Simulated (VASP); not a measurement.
# TiC8 (P6/mmm) in VASP: further runs

Runs on TiC8. Level: PBE+D3(BJ). Tasks: single point, relaxation of cell and atoms.

Everything below comes from runs of VASP 6.6.1. Logs are shortened: lines on timing, memory, paths and dates and some standing lists are left out, and cuts for length are marked.

## Step 1: The cell of the first run

The structure is hexagonal, space group P6/mmm (No. 191). The conventional cell has a = 5.001 Å, b = 5.001 Å, c = 3.638 Å, α = 90.00°, β = 90.00°, γ = 120.00°. Within 3.1 Å of Ti (site symmetry 6/mmm) lie 12 C at 2.33 Å. Within 1.9 Å of C (site symmetry -6m2) lie 3 C at 1.43 Å. Within 1.9 Å of C (site symmetry mm2) lie 3 C at 1.43 to 1.46 Å.

## Step 2: Single point, PBE+D3(BJ)

The input, INCAR:

```
SYSTEM = TiC8
ALGO = Normal
EDIFF = 1E-6
ENCUT = 520
GGA = PE
ISIF = 2
ISMEAR = 0
IVDW = 12
LASPH = .True.
LCHARG = .False.
LREAL = .False.
LWAVE = .False.
NBANDS = 32
NELM = 100
PREC = Accurate
SIGMA = 0.1
```

The input, KPOINTS:

```
k-points
0
Gamma
  9 9 10
  0 0 0
```

The input, POSCAR:

```
TiC8
1.0
    5.0010365570      0.0000000000      0.0000000000
   -2.5005182785      4.3310247036      0.0000000000
    0.0000000000      0.0000000000      3.6382320770
Ti C
1 8
Direct
    0.0000000000      0.0000000000      0.5000000000
    0.3333333333      0.6666666667      0.0000000000
    0.3366192696      0.1683096348      0.0000000000
    0.8316903652      0.6633807304      0.0000000000
    0.8316903652      0.1683096348      0.0000000000
    0.1683096348      0.8316903652      0.0000000000
    0.1683096348      0.3366192696      0.0000000000
    0.6633807304      0.8316903652      0.0000000000
    0.6666666667      0.3333333333      0.0000000000
```

Potentials or basis: VASP PAW PBE potentials, release 64 (Ti_sv, C).

Command:

```bash
> cat potpaw_PBE.64/Ti_sv/POTCAR potpaw_PBE.64/C/POTCAR > POTCAR
> mpirun -np 1 vasp_std > vasp.out
```

OUTCAR:

```text
SYSTEM = TiC8
   EDIFF = 1E-6
   ENCUT = 520
   GGA = PE
   ISIF = 2
   ISMEAR = 0
   IVDW = 12
   LASPH = .True.
   LREAL = .False.
   NELM = 100
   PREC = Accurate
 IVDW          = 12

 ion  position               nearest neighbor table
   1  0.000  0.000  0.500-   4 2.33   7 2.33   4 2.33   7 2.33   3 2.33   3 2.33   8 2.33   8 2.33
                             5 2.33   6 2.33   5 2.33   6 2.33
   2  0.333  0.667  0.000-   6 1.43   7 1.43   8 1.43
   3  0.337  0.168  0.000-   9 1.43   6 1.46   7 1.46   1 2.33   1 2.33
   4  0.832  0.663  0.000-   9 1.43   8 1.46   6 1.46   1 2.33   1 2.33
   5  0.832  0.168  0.000-   9 1.43   8 1.46   7 1.46   1 2.33   1 2.33
   6  0.168  0.832  0.000-   2 1.43   3 1.46   4 1.46   1 2.33   1 2.33
   7  0.168  0.337  0.000-   2 1.43   3 1.46   5 1.46   1 2.33   1 2.33
   8  0.663  0.832  0.000-   2 1.43   5 1.46   4 1.46   1 2.33   1 2.33
   9  0.667  0.333  0.000-   5 1.43   4 1.43   3 1.43

  LATTYP: Found a hexagonal cell.
 ALAT       =     5.0010365570
 C/A-ratio  =     0.7274955973

  Lattice vectors:

 A1 = (   5.0010365570,   0.0000000000,   0.0000000000)
 A2 = (  -2.5005182785,   4.3310247036,   0.0000000000)
 A3 = (   0.0000000000,   0.0000000000,   3.6382320770)

Analysis of symmetry for initial positions (statically):
=====================================================================
 Subroutine PRICEL returns:
 Original cell was already a primitive cell.

 Routine SETGRP: Setting up the symmetry group for a
 hexagonal supercell.

 Subroutine GETGRP returns: Found 24 space group operations
 (whereof 24 operations were pure point group operations)
 out of a pool of 24 trial point group operations.

The static configuration has the point symmetry D_6h.

Analysis of symmetry for dynamics (positions and initial velocities):
=====================================================================
 Subroutine PRICEL returns:
 Original cell was already a primitive cell.

 Routine SETGRP: Setting up the symmetry group for a
 hexagonal supercell.

 Subroutine GETGRP returns: Found 24 space group operations
 (whereof 24 operations were pure point group operations)
 out of a pool of 24 trial point group operations.

The dynamic configuration has the point symmetry D_6h.

 Subroutine INISYM returns: Found 24 space group operations
 (whereof 24 operations are pure point group operations),
[... 115 lines left out ...]
   NFREE  =      0    steps in history (QN), initial steepest desc. (CG)
   ISIF   =      2    stress and relaxation
   ISYM   =      2    0-nonsym 1-usesym 2-fastsym
   POTIM  = 0.5000    time-step for ionic-motion
   TEBEG  =    0.0;   TEEND  =   0.0 temperature during run
   PSTRESS=    0.0 pullay stress
   NELECT =      44.0000    total number of electrons
   NUPDOWN=      -1.0000    fix difference up-down
   EMIN   =  10.00;   EMAX   =-10.00  energy-range for DOS
   EFERMI =   0.00;   METHOD = LEGACY
   ISMEAR =     0;   SIGMA  =   0.10  broadening in eV -4-tet -1-fermi 0-gaus
   EFERMI_NEDOS =   21; number of points for ismear=-14 and -15
   IALGO  =     38    algorithm
   IMIX   =      4    mixing-type and parameters
     AMIX     =   0.40;   BMIX     =  1.00
     AMIX_MAG =   1.60;   BMIX_MAG =  1.00
  volume/ion in A,a.u.               =       8.76        59.09
  Fermi-wavevector in a.u.,A,eV,Ry     =   1.348069  2.547480 24.725721  1.817289
  Thomas-Fermi vector in A             =   2.475768
   LORBIT       =      0    0 simple, 1 ext, 2 COOP (PROOUT), +10 PAW based schemes
   GGA     = PE    functional components
   LHFCALC =     F    Hartree Fock is set to
   AEXX    =    0.0000 exact exchange contribution
   IVDW    =    12    specifies the selected vdW correction
   LEPSILON=     F    determine dielectric tensor
   LRPA    =     F    only Hartree local field effects (RPA)
 non-spin polarized calculation
 Gauss-broadening in eV      SIGMA  =   0.10
  energy-cutoff  :      520.00
  volume of cell :       78.80
 maximum number of plane-waves:      2161
 NGX is ok and might be reduce to    40
   NGX = 19   NGY = 19   NGZ = 13

 number of electron      44.0000003 magnetization

 Free energy of the ion-electron system (eV)
  ---------------------------------------------------
  ext. energy  EPLUGINS =         0.00000000
  ---------------------------------------------------
  free energy    TOTEN  =       -80.09543432 eV

  energy without entropy =      -80.07663681  energy(sigma->0) =      -80.08603556

 E-fermi :   7.6976     XC(G=0): -11.1079

 val. band max:        7.6972396682   @ k =   0.4444   0.1111   0.2000
 cond. band min:       7.6980097085   @ k =   0.3333   0.1111   0.4000
 fundamental gap:      0.0007700403
 Fermi energy:         7.6976339861

 k-point     1 :       0.0000    0.0000    0.0000
  band No.  band energies     occupation
      1     -49.8186      2.00000
      2     -26.2649      2.00000
      3     -26.1437      2.00000
      4     -26.1437      2.00000
      5     -13.2863      2.00000
      6      -8.1724      2.00000
[... 829 lines left out ...]
     31      13.2473      0.00000
     32      13.3843      0.00000

 [... further k-points ...]

------------------------ aborting loop because EDIFF is reached ----------------------------------------

 Edisp (eV)   -1.72091

 E8    (eV) :    -0.5821

  FORCE on cell =-STRESS in cart. coord.  units (eV):
  Direction    XX          YY          ZZ          XY          YZ          ZX
  --------------------------------------------------------------------------------------
  -------------------------------------------------------------------------------------
  Total       0.32376     0.32376     0.08892     0.00000     0.00000     0.00000
  in kB       6.58262     6.58262     1.80796     0.00000     0.00000     0.00000
  external pressure =        4.99 kB  Pullay stress =        0.00 kB

 VOLUME and BASIS-vectors are now :
 -----------------------------------------------------------------------------
  energy-cutoff  :      520.00
  volume of cell :       78.80
      direct lattice vectors                 reciprocal lattice vectors
     5.001036557  0.000000000  0.000000000     0.199958546  0.115446121  0.000000000
    -2.500518278  4.331024704  0.000000000     0.000000000  0.230892241  0.000000000
     0.000000000  0.000000000  3.638232077     0.000000000  0.000000000  0.274858772

 POSITION                                       TOTAL-FORCE (eV/Angst)
 -----------------------------------------------------------------------------------
      0.00000      0.00000      1.81912         0.000000     -0.000000      0.000000
     -0.00000      2.88735      0.00000         0.000000     -0.000000      0.000000
      1.26258      0.72895      0.00000         0.010799      0.006235      0.000000
      2.50052      2.87312      0.00000         0.000000     -0.012470     -0.000000
      3.73845      0.72895      0.00000        -0.010799      0.006235      0.000000
     -1.23793      3.60207      0.00000         0.010799     -0.006235     -0.000000
      0.00000      1.45791      0.00000         0.000000      0.012470      0.000000
      1.23793      3.60207      0.00000        -0.010799     -0.006235     -0.000000
      2.50052      1.44367      0.00000         0.000000     -0.000000     -0.000000
 -----------------------------------------------------------------------------------
    total drift:                                0.000000     -0.000000     -0.000000

  FREE ENERGIE OF THE ION-ELECTRON SYSTEM (eV)
  ---------------------------------------------------
  free  energy   TOTEN  =       -81.8163485801 eV

  energy  without entropy=      -81.7975510680  energy(sigma->0) =      -81.80694982
```

stdout:

```text
POSCAR found type information on POSCAR TiC
 POSCAR found :  2 types and       9 ions
 scaLAPACK will be used
 LDA part: xc-table for (Slater+PW92), standard interpolation
 POSCAR, INCAR and KPOINTS ok, starting setup
 FFT: planning ... GRIDC
 FFT: planning ... GRID_SOFT
 FFT: planning ... GRID
 WAVECAR not read
 entering main loop
```

Wall time 87 s (1 thread of AMD EPYC 9R45 (Zen 5), shared host); peak memory 0.27 GiB.

Results:

```
Free energy                : -81.8163 eV
Pressure                   : 0.5 GPa
Largest force              : 0.012 eV/Å
Band gap on the k mesh     : zero (band 22 reaches 8.01 eV, above the bottom of band 23 at 6.37 eV)
Dispersion energy per atom : -0.191 eV
```

Forces on the atoms (eV/Å):
```
Ti   0.000  0.000  0.000
C    0.000  0.000  0.000
C    0.011  0.006  0.000
C    0.000 -0.012  0.000
C   -0.011  0.006  0.000
C    0.011 -0.006  0.000
C    0.000  0.012  0.000
C   -0.011 -0.006  0.000
C    0.000  0.000  0.000
```

Stress tensor (GPa, compression positive):
```
0.66 0.00 0.00
0.00 0.66 0.00
0.00 0.00 0.18
```

Caveat: pairwise dispersion overbinds metals, which lowers pressure and volume.

## Step 3: Relaxation of cell and atoms, PBE+D3(BJ)

The input, INCAR:

```
SYSTEM = TiC8
PREC = Accurate ; ENCUT = 600
EDIFF = 1E-6 ; ISMEAR = 0
SIGMA = 0.1 ; LREAL = .False.
LASPH = .True. ; NELM = 100
ALGO = Normal ; ISIF = 3
LWAVE = .False. ; LCHARG = .False.
GGA = PE ; IVDW = 12
IBRION = 2 ; NSW = 100
EDIFFG = -0.01
```

The input, KPOINTS:

```
Automatic mesh
0
Gamma
  9 9 10
  0 0 0
```

The input, POSCAR:

```
TiC8
1.0
    5.0013135224      0.0000000000      0.0000000000
   -2.5006567612      4.3312645627      0.0000000000
    0.0000000000      0.0000000000      3.6348951466
Ti C
1 8
Direct
    0.0000000000      0.0000000000      0.5000000000
    0.3333333333      0.6666666667      0.0000000000
    0.3365381952      0.1682690976      0.0000000000
    0.8317309024      0.6634618048      0.0000000000
    0.8317309024      0.1682690976      0.0000000000
    0.1682690976      0.8317309024      0.0000000000
    0.1682690976      0.3365381952      0.0000000000
    0.6634618048      0.8317309024      0.0000000000
    0.6666666667      0.3333333333      0.0000000000
```

Potentials or basis: VASP PAW PBE potentials, release 64 (Ti_sv, C).

Command:

```bash
> cat potpaw_PBE.64/Ti_sv/POTCAR potpaw_PBE.64/C/POTCAR > POTCAR
> mpirun -np 1 vasp_std > vasp.out
```

Wall time 2.9 min (1 thread of AMD EPYC 9R45 (Zen 5), shared host); peak memory 0.3 GiB.

The run converged. Its results:

- Free energy: -81.8359 eV
- Relaxed volume: 8.75 Å³/atom
- Relaxed cell: a = 5.002 Å, b = 5.002 Å, c = 3.635 Å, α = 90.00°, β = 90.00°, γ = 120.00°
- Space group after relaxing (to 0.05 Å): P6/mmm (No. 191)
- Energy gained by relaxing: 0.0 meV/atom
- Ionic steps: 3
- Pressure after relaxing: 0.0 GPa
- Band gap on the k mesh: zero (band 22 reaches 8.02 eV, above the bottom of band 23 at 6.38 eV)
- Dispersion energy per atom: -0.191 eV

Final structure:
```yaml
crystal:
  lattice:
    - [5.00202, 0.00000, 0.00000]
    - [-2.50101, 4.33188, 0.00000]
    - [0.00000, 0.00000, 3.63525]
  atoms:
    - { symbol: Ti, position: [0.00000, 0.00000, 0.50000] }
    - { symbol: C, position: [0.33333, 0.66667, 0.00000] }
    - { symbol: C, position: [0.33668, 0.16834, 0.00000] }
    - { symbol: C, position: [0.83166, 0.66332, 0.00000] }
    - { symbol: C, position: [0.83166, 0.16834, 0.00000] }
    - { symbol: C, position: [0.16834, 0.83166, 0.00000] }
    - { symbol: C, position: [0.16834, 0.33668, 0.00000] }
    - { symbol: C, position: [0.66332, 0.83166, 0.00000] }
    - { symbol: C, position: [0.66667, 0.33333, 0.00000] }
```

Levels at points of the mesh, in eV from the Fermi level:
```tsv
k point	band 20	band 21	band 22	band 23	band 24	band 25
(0.00, 0.00, 0.00)	-3.11	-0.89	0.23	0.23	0.38	0.38
(0.00, 0.00, 0.50)	-4.11	-2.66	-2.66	-1.32	1.22	1.58
```

Caveat: pairwise dispersion overbinds metals, which lowers pressure and volume.
